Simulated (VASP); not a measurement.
# Sc5Mo (F-43m) in VASP: a series of runs, part 2 of 2

VASP 6.6.1. Earlier steps stand in the parts before.

## 4. Relaxation of cell and atoms, PBE

The input, INCAR:

```
SYSTEM = Sc5Mo
  PREC = Accurate
  ENCUT = 600
  EDIFF = 1E-6
  ISMEAR = 0
  SIGMA = 0.1
  LREAL = .FALSE.
  LASPH = .TRUE.
  NELM = 80
  ALGO = Fast
  ISIF = 3
  LWAVE = .FALSE.
  LCHARG = .FALSE.
  GGA = PE
  IBRION = 2
  NSW = 90
  EDIFFG = -0.04
```

The input, KPOINTS:

```
regular mesh
0
G
  4 4 4
  0 0 0
```

The input, POSCAR:

```
Sc5Mo
1.0
    0.0000000000      3.7298429200      3.7298429200
    3.7298429200      0.0000000000      3.7298429200
    3.7298429200      3.7298429200      0.0000000000
Sc Mo
5 1
Direct
    0.2500000000      0.2500000000      0.2500000000
    0.1277616000      0.6240794700      0.6240794700
    0.6240794700      0.6240794700      0.6240794700
    0.6240794700      0.6240794700      0.1277616000
    0.6240794700      0.1277616000      0.6240794700
    0.0000000000      0.0000000000      0.0000000000
```

Potentials or basis: VASP PAW PBE potentials, release 64 (Sc_sv, Mo_sv).

On the command line:

```sh
cat potpaw_PBE.64/Sc_sv/POTCAR potpaw_PBE.64/Mo_sv/POTCAR > POTCAR
mpirun -np 1 vasp_std > vasp.out
```

OUTCAR:

```text
SYSTEM = Sc5Mo
   PREC = Accurate
   ENCUT = 600
   EDIFF = 1E-6
   ISMEAR = 0
   LREAL = .FALSE.
   LASPH = .TRUE.
   NELM = 80
   ISIF = 3
   GGA = PE
   IBRION = 2
   NSW = 90
   EDIFFG = -0.04

 ion  position               nearest neighbor table
   1  0.250  0.250  0.250-   2 3.09   5 3.09   2 3.09   4 3.09   4 3.09   5 3.09   3 3.09   3 3.09
                             3 3.09   2 3.09   4 3.09   5 3.09   6 3.23   6 3.23   6 3.23   6 3.23
   2  0.128  0.624  0.624-   3 2.62   4 2.62   5 2.62   5 2.66   4 2.66   3 2.66   1 3.09   1 3.09
                             1 3.09   6 3.09   6 3.09   6 3.09
   3  0.624  0.624  0.624-   2 2.62   4 2.62   5 2.62   2 2.66   5 2.66   4 2.66   1 3.09   1 3.09
                             1 3.09   6 3.09   6 3.09   6 3.09
   4  0.624  0.624  0.128-   2 2.62   3 2.62   5 2.62   5 2.66   2 2.66   3 2.66   1 3.09   1 3.09
                             1 3.09   6 3.09   6 3.09   6 3.09
   5  0.624  0.128  0.624-   2 2.62   3 2.62   4 2.62   2 2.66   4 2.66   3 2.66   1 3.09   1 3.09
                             1 3.09   6 3.09   6 3.09   6 3.09
   6  0.000  0.000  0.000-   2 3.09   4 3.09   5 3.09   3 3.09   3 3.09   3 3.09   5 3.09   2 3.09
                             4 3.09   4 3.09   5 3.09   2 3.09   1 3.23   1 3.23   1 3.23   1 3.23

  LATTYP: Found a face centered cubic cell.
 ALAT       =     7.4596858400

  Lattice vectors:

 A1 = (   0.0000000000,   3.7298429200,   3.7298429200)
 A2 = (   3.7298429200,   0.0000000000,   3.7298429200)
 A3 = (   3.7298429200,   3.7298429200,   0.0000000000)

Analysis of symmetry for initial positions (statically):
=====================================================================
 Subroutine PRICEL returns:
 Original cell was already a primitive cell.

 Routine SETGRP: Setting up the symmetry group for a
 face centered cubic supercell.

 Subroutine GETGRP returns: Found 24 space group operations
 (whereof 24 operations were pure point group operations)
 out of a pool of 48 trial point group operations.

The static configuration has the point symmetry T_d .

Analysis of symmetry for dynamics (positions and initial velocities):
=====================================================================
 Subroutine PRICEL returns:
 Original cell was already a primitive cell.

[... 127 lines left out ...]
   LEPSILON=     F    determine dielectric tensor
   LRPA    =     F    only Hartree local field effects (RPA)
 conjugate gradient relaxation of ions
 non-spin polarized calculation
 RMM-DIIS sequential band-by-band and
 Gauss-broadening in eV      SIGMA  =   0.10
  energy-cutoff  :      600.00
  volume of cell :      103.78
 maximum number of plane-waves:      3479
   NGX = 21   NGY = 21   NGZ = 21

--------------------------------------- Ionic step        1  -------------------------------------------

 number of electron      69.0000001 magnetization

 Free energy of the ion-electron system (eV)
  ---------------------------------------------------
  ext. energy  EPLUGINS =         0.00000000
  ---------------------------------------------------
  free energy    TOTEN  =       -36.84028023 eV

  energy without entropy =      -36.80470206  energy(sigma->0) =      -36.82249115

------------------------ aborting loop because EDIFF is reached ----------------------------------------

  FORCE on cell =-STRESS in cart. coord.  units (eV):
  Direction    XX          YY          ZZ          XY          YZ          ZX
  --------------------------------------------------------------------------------------
  -------------------------------------------------------------------------------------
  Total       16.0020435     16.0020435     16.0020435     -0.0000000     -0.0000000      0.0000000
  in kB      247.0497437    247.0497437    247.0497437     -0.0000000     -0.0000000      0.0000000
  external PRESSURE =     247.0497437 kB  Pullay stress =       0.0000000 kB
[... 27 lines left out ...]
--------------------------------------- Ionic step        2  -------------------------------------------

 number of electron      68.9999996 magnetization

 E-fermi :   3.9925     XC(G=0):  -9.9981

 val. band max:        3.9541550971   @ k =   0.0000   0.0000   0.0000
 cond. band min:       4.0055784157   @ k =   0.2500   0.2500   0.0000
 fundamental gap:      0.0514233186
 Fermi energy:         3.9925034722

 k-point     1 :       0.0000    0.0000    0.0000
  band No.  band energies     occupation
      1     -56.6053      2.00000
      2     -46.1289      2.00000
      3     -45.3880      2.00000
      4     -45.2689      2.00000
      5     -45.2689      2.00000
      6     -45.2689      2.00000
[... 500 lines left out ...]
--------------------------------------- Ionic step        6  -------------------------------------------

 number of electron      69.0000004 magnetization

 Free energy of the ion-electron system (eV)
  ---------------------------------------------------
  ext. energy  EPLUGINS =         0.00000000
  ---------------------------------------------------
  free energy    TOTEN  =       -38.83417942 eV

  energy without entropy =      -38.74456538  energy(sigma->0) =      -38.78937240

 E-fermi :   4.6807     XC(G=0): -10.4276

 val. band max:        4.6722339365   @ k =   0.5000   0.5000   0.0000
 cond. band min:       4.6822974385   @ k =   0.0000   0.0000   0.0000
 fundamental gap:      0.0100635020
 Fermi energy:         4.6807215193

 k-point     1 :       0.0000    0.0000    0.0000
  band No.  band energies     occupation
      1     -55.7967      2.00000
      2     -45.1088      2.00000
      3     -44.4821      2.00000
      4     -44.3032      2.00000
      5     -44.3032      2.00000
      6     -44.3032      2.00000
[... 374 lines left out ...]
  FREE ENERGIE OF THE ION-ELECTRON SYSTEM (eV)
  ---------------------------------------------------
  free  energy   TOTEN  =       -38.8341794235 eV

  energy  without entropy=      -38.7445653840  energy(sigma->0) =      -38.78937240

 reached required accuracy - stopping structural energy minimisation
```

CONTCAR:

```text
Sc5Mo
   1.00000000000000
    -0.0000000000000000    4.0691366030099472    4.0691366030099472
     4.0691366030099472   -0.0000000000000000    4.0691366030099472
     4.0691366030099472    4.0691366030099472    0.0000000000000000
  Sc              Mo
     5     1
Direct
     0.2500000000000000    0.2500000000000000    0.2500000000000000
     0.1183072754136148    0.6272309115287930    0.6272309115287930
     0.6272309115287930    0.6272309115287930    0.6272309115287930
     0.6272309115287930    0.6272309115287930    0.1183072754136148
     0.6272309115287930    0.1183072754136148    0.6272309115287930
     0.0000000000000000    0.0000000000000000    0.0000000000000000

  0.00000000E+00  0.00000000E+00  0.00000000E+00
  0.00000000E+00  0.00000000E+00  0.00000000E+00
  0.00000000E+00  0.00000000E+00  0.00000000E+00
  0.00000000E+00  0.00000000E+00  0.00000000E+00
  0.00000000E+00  0.00000000E+00  0.00000000E+00
  0.00000000E+00  0.00000000E+00  0.00000000E+00
```

Wall time 3.7 min (1 thread of Intel Xeon 6975P-C (Granite Rapids), shared host); peak memory 0.28 GiB.

What came out:

```
Free energy                            : -38.8342 eV
Relaxed volume                         : 22.46 Å³/atom
Relaxed cell                           : a = 5.755 Å, b = 5.755 Å, c = 5.755 Å, α = 60.00°, β = 60.00°, γ = 60.00°
Space group after relaxing (to 0.05 Å) : F-43m (No. 216)
Energy gained by relaxing              : 332.3 meV/atom
Ionic steps                            : 6
Pressure after relaxing                : -0.1 GPa
```

Step by step:
| step | energy change (eV) | largest force (eV/Å) | pressure (GPa) | volume (Å³) |
| --- | --- | --- | --- | --- |
| 1 | 0.0000 | 0.6104 | 24.70 | 103.78 |
| 2 | -1.7250 | 0.2285 | -5.28 | 149.21 |
| 3 | -1.9805 | 0.3181 | 0.05 | 134.29 |
| 4 | -1.9807 | 0.3138 | -0.25 | 134.95 |
| 5 | -1.9927 | 0.0928 | -0.14 | 134.81 |
| 6 | -1.9939 | 0.0003 | -0.10 | 134.75 |

Final structure:
```
Sc Mo
1.0
     0.00000    4.06914    4.06914
     4.06914    0.00000    4.06914
     4.06914    4.06914    0.00000
Sc Mo
5 1
Direct
  0.25000 0.25000 0.25000
  0.11831 0.62723 0.62723
  0.62723 0.62723 0.62723
  0.62723 0.62723 0.11831
  0.62723 0.11831 0.62723
  0.00000 0.00000 0.00000
```

Caveat: the k points lie up to 0.33 Å⁻¹ apart in the final cell; the volume moved by over 15 % at a fixed basis, so the end points are rough.

## 5. Single point, PBE, collinear spin, ferromagnetic start

This run uses another cell than the first one, of 22.30 Å³/atom, 1.289 times its volume.

The input, INCAR:

```
PREC = Accurate
ENCUT = 520
EDIFF = 1E-6
ISMEAR = 0
SIGMA = 0.1
LREAL = False
LASPH = True
NELM = 150
ALGO = Normal
ISIF = 2
LWAVE = False
LCHARG = True
ISPIN = 2
MAGMOM = 1 1 1 1 1 1
LORBIT = 11
LMAXMIX = 4
GGA = PE
LELF = True
LVHAR = True
NBANDS = 48
```

The input, KPOINTS:

```
Automatic mesh
0
Gamma
  4 4 4
```

The input, POSCAR:

```
Sc5Mo
1.0
    0.0000000000      4.0595310651      4.0595310651
    4.0595310651      0.0000000000      4.0595310651
    4.0595310651      4.0595310651      0.0000000000
Sc Mo
5 1
Direct
    0.7500000000      0.7500000000      0.7500000000
    0.3728083267      0.3728083267      0.8815750199
    0.3728083267      0.8815750199      0.3728083267
    0.3728083267      0.3728083267      0.3728083267
    0.8815750199      0.3728083267      0.3728083267
    0.0000000000      0.0000000000      0.0000000000
```

Potentials or basis: VASP PAW PBE potentials, release 64 (Sc_sv, Mo_sv).

On the command line:

```sh
cat potpaw_PBE.64/Sc_sv/POTCAR potpaw_PBE.64/Mo_sv/POTCAR > POTCAR
mpirun -np 1 vasp_std > vasp.out
```

OUTCAR:

```text
PREC = Accurate
   ENCUT = 520
   EDIFF = 1E-6
   ISMEAR = 0
   LREAL = False
   LASPH = True
   NELM = 150
   ISIF = 2
   ISPIN = 2
   LORBIT = 11
   GGA = PE

 ion  position               nearest neighbor table
   1  0.750  0.750  0.750-   3 3.37   5 3.37   2 3.37   4 3.37   4 3.37   4 3.37   3 3.37   2 3.37
                             5 3.37   2 3.37   3 3.37   5 3.37
   2  0.373  0.373  0.882-   3 2.82   4 2.82   5 2.82   3 2.92   5 2.92   4 2.92   6 3.36   6 3.36
                             6 3.36   1 3.37   1 3.37   1 3.37
   3  0.373  0.882  0.373-   2 2.82   4 2.82   5 2.82   5 2.92   2 2.92   4 2.92   6 3.36   6 3.36
                             6 3.36   1 3.37   1 3.37   1 3.37
   4  0.373  0.373  0.373-   2 2.82   3 2.82   5 2.82   5 2.92   3 2.92   2 2.92   6 3.36   6 3.36
                             6 3.36   1 3.37   1 3.37   1 3.37
   5  0.882  0.373  0.373-   2 2.82   3 2.82   4 2.82   3 2.92   2 2.92   4 2.92   6 3.36   6 3.36
                             6 3.36   1 3.37   1 3.37   1 3.37
[... 1013 lines left out ...]
      3.02685      3.02685      3.02685         0.073491      0.073491      0.073491
      3.02685      5.09221      5.09221         0.073491     -0.073491     -0.073491
      0.00000      0.00000      0.00000         0.000000      0.000000      0.000000
 -----------------------------------------------------------------------------------
    total drift:                               -0.000000     -0.000000     -0.000000

  FREE ENERGIE OF THE ION-ELECTRON SYSTEM (eV)
  ---------------------------------------------------
  free  energy   TOTEN  =       -38.8687994136 eV

  energy  without entropy=      -38.8051393943  energy(sigma->0) =      -38.83696940

 total charge

# of ion       s       p       d       tot
------------------------------------------
    1        2.239   6.128   0.883   9.249
    2        2.312   6.111   1.170   9.593
    3        2.312   6.111   1.170   9.593
    4        2.312   6.111   1.170   9.593
    5        2.312   6.111   1.170   9.593
    6        2.276   6.068   3.680  12.024
--------------------------------------------------
tot         13.763  36.639   9.244  59.645

 magnetization (x)

# of ion       s       p       d       tot
------------------------------------------
    1        0.004   0.029   0.308   0.342
    2        0.002   0.021   0.137   0.160
    3        0.002   0.021   0.137   0.160
    4        0.002   0.021   0.137   0.160
    5        0.002   0.021   0.137   0.160
    6       -0.000   0.012   0.108   0.120
--------------------------------------------------
tot          0.013   0.127   0.963   1.104
```

OSZICAR:

```text
N       E                     dE             d eps       ncg     rms          rms(c)
DAV:   1     0.139115955340E+04    0.13912E+04   -0.30079E+04  1552   0.154E+03
DAV:   2     0.732286754235E+02   -0.13179E+04   -0.12944E+04  2016   0.677E+02
DAV:   3    -0.342848054709E+02   -0.10751E+03   -0.10237E+03  2488   0.263E+02
DAV:   4    -0.417633535495E+02   -0.74785E+01   -0.69270E+01  2576   0.572E+01
DAV:   5    -0.421139583260E+02   -0.35060E+00   -0.34443E+00  2464   0.131E+01    0.188E+01
DAV:   6    -0.391539904008E+02    0.29600E+01   -0.94794E+00  2152   0.205E+01    0.672E+00
DAV:   7    -0.390667310241E+02    0.87259E-01   -0.26043E+00  2224   0.923E+00    0.469E+00
DAV:   8    -0.390295647859E+02    0.37166E-01   -0.16684E+00  2288   0.603E+00    0.348E+00
DAV:   9    -0.388726813071E+02    0.15688E+00   -0.46656E-01  2528   0.282E+00    0.126E+00
DAV:  10    -0.388701116860E+02    0.25696E-02   -0.75939E-02  2296   0.160E+00    0.653E-01
DAV:  11    -0.388684148209E+02    0.16969E-02   -0.16658E-02  2320   0.872E-01    0.314E-01
DAV:  12    -0.388686761481E+02   -0.26133E-03   -0.26648E-03  2392   0.384E-01    0.997E-02
DAV:  13    -0.388687829934E+02   -0.10685E-03   -0.66956E-04  2272   0.178E-01    0.328E-02
DAV:  14    -0.388687942355E+02   -0.11242E-04   -0.82783E-05  2456   0.570E-02    0.165E-02
DAV:  15    -0.388687965172E+02   -0.22817E-05   -0.18088E-05  2088   0.208E-02    0.819E-03
DAV:  16    -0.388687976431E+02   -0.11259E-05   -0.30085E-06  1584   0.104E-02    0.531E-03
DAV:  17    -0.388687987574E+02   -0.11142E-05   -0.38364E-06  1520   0.820E-03    0.328E-03
DAV:  18    -0.388687994136E+02   -0.65624E-06   -0.36061E-06  1600   0.826E-03
   1 F= -.38868799E+02 E0= -.38836969E+02  d E =-.636600E-01  mag=     1.8364
```

Wall time 1.7 min (1 thread of Intel Xeon 6975P-C (Granite Rapids), shared host); peak memory 0.43 GiB.

Results:

```
Free energy                                           : -38.8688 eV
Pressure                                              : 0.3 GPa
Largest force                                         : 0.127 eV/Å
Net moment                                            : 1.84 μB per cell
Site moments                                          : Sc +0.34, +0.16; Mo +0.12 μB
Valence electrons inside the program's atomic spheres : Sc 9.25, 9.59; Mo 12.02
```

Forces in eV/Å, atoms in the order of the input:
```
Sc   0.000  0.000  0.000
Sc  -0.073 -0.073  0.073
Sc  -0.073  0.073 -0.073
Sc   0.073  0.073  0.073
Sc   0.073 -0.073 -0.073
Mo   0.000  0.000  0.000
```

## 6. Summary

```csv
task,spin,cell,cutoff (eV),gap on the mesh (eV),pressure (GPa),largest force (eV/Å)
single point,off,"a = 5.275 Å, angles 60.0°, 6 atoms",520,none,24.7,0.61
single point,off,"a = 5.741 Å, angles 60.0°, 6 atoms",520,none,0.3,-
relaxation of cell and atoms,off,"relaxed from a = 5.275 Å, angles 60.0°, 6 atoms",600,none,-0.1,-
single point,"collinear, ferromagnetic start","a = 5.741 Å, angles 60.0°, 6 atoms",520,none,0.3,0.13
```

Alike in all rows: level PBE; potentials or basis VASP PAW PBE potentials, release 64 (Sc_sv, Mo_sv); k mesh 4 × 4 × 4; smearing gaussian 0.1 eV.

Caveats: some runs use coarse meshes; the volume moved by over 15 % at a fixed basis, so the end points are rough (some runs).

Absolute energies hang on the potentials; compare differences alone.
